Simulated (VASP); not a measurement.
Ge2Pd:

```
CELL_PARAMETERS angstrom
0.00000 3.68808 3.68808
3.68808 0.00000 3.68808
3.68808 3.68808 0.00000
ATOMIC_POSITIONS crystal
Ge 0.62500 0.62500 0.62500
Ge 0.12500 0.62500 0.62500
Ge 0.62500 0.62500 0.12500
Ge 0.62500 0.12500 0.62500
Pd 0.00000 0.00000 0.00000
Pd 0.25000 0.25000 0.25000
```

```yaml
Program: VASP 6.6.1
Task: relaxation of cell and atoms
Functional: PBE
Potentials_or_basis: VASP PAW PBE potentials, release 64 (Ge_d, Pd)
Cutoff: 600 eV
k_mesh: 4 × 4 × 4
Occupations: gaussian, width 0.1 eV
Spin: no spin polarisation
```

At the start: pressure 7.7 GPa; volume 16.72 Å³/atom.

Where does the relaxation end?

Over 3 steps the energy falls by 29.7 meV/atom and the volume is 18.04 Å³/atom (+7.9 %); space group Fd-3m (No. 227, to 0.05 Å).

Step by step:
| step | energy change (eV) | largest force (eV/Å) | pressure (GPa) | volume (Å³) |
| --- | --- | --- | --- | --- |
| 1 | 0.0000 | 0.0000 | 7.73 | 100.33 |
| 2 | -0.1356 | 0.0000 | -3.00 | 112.50 |
| 3 | -0.1781 | 0.0000 | -0.04 | 108.22 |

Final structure:
```xyz
6
Lattice="0.0000 3.7823 3.7823 3.7823 0.0000 3.7823 3.7823 3.7823 0.0000" Properties=species:S:1:pos:R:3 pbc="T T T"
Ge    4.7279    4.7279    4.7279
Ge    4.7279    2.8368    2.8368
Ge    2.8368    2.8368    4.7279
Ge    2.8368    4.7279    2.8368
Pd    0.0000    0.0000    0.0000
Pd    1.8912    1.8912    1.8912
```

Caveat: the k points lie up to 0.36 Å⁻¹ apart in the final cell.
